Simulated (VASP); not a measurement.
Set up this calculation in VASP 6.6.1, as the native input.

- Task: single point
- Functional: PBEsol
- Potentials or basis: VASP PAW PBE potentials, release 64 (V_sv)
- Cutoff: 500 eV
- k mesh: 12 × 12 × 12
- Occupations: fermi-dirac, width 0.05 eV
- Spin: collinear spin, ferromagnetic start
- Starting moments: [3.5] μB
- Dipole correction: no
- Further INCAR settings: ALGO = Normal; EDIFF = 1e-06; NBANDS = 16

The structure of V lies in POSCAR:

```
V
1.0
   -1.5143500000      1.5143500000      1.5143500000
    1.5143500000     -1.5143500000      1.5143500000
    1.5143500000      1.5143500000     -1.5143500000
V
1
Direct
    0.0000000000      0.0000000000      0.0000000000
```

These files were run (other wordings do the same):

INCAR

```
PREC = Accurate
ENCUT = 500
EDIFF = 1E-6
ISMEAR = -1
SIGMA = 0.05
LREAL = False
LASPH = True
NELM = 200
ALGO = Normal
ISIF = 2
LWAVE = False
LCHARG = True
ISPIN = 2
MAGMOM = 3.5
LORBIT = 11
LMAXMIX = 4
GGA = PS
LELF = True
LVHAR = True
NBANDS = 16
GGA_COMPAT = False
```

KPOINTS

```
Automatic mesh
0
Gamma
  12 12 12
```

Potentials or basis: VASP PAW PBE potentials, release 64 (V_sv).

The run is started by

```bash
$ cat potpaw_PBE.64/V_sv/POTCAR > POTCAR
$ mpirun -np 1 vasp_std > vasp.out
```

It gave:

- Pressure: -12.0 GPa
- Net moment: 0.00 μB per cell
- Valence electrons inside the program's atomic spheres: V 11.61

Caveat: the PAW data sets were made with another functional, which shifts forces and pressure a little.

It took 15 s on 1 thread of Intel(R) Xeon(R) 6975P-C (Granite Rapids), on a shared host, peak memory 0.14 GiB.
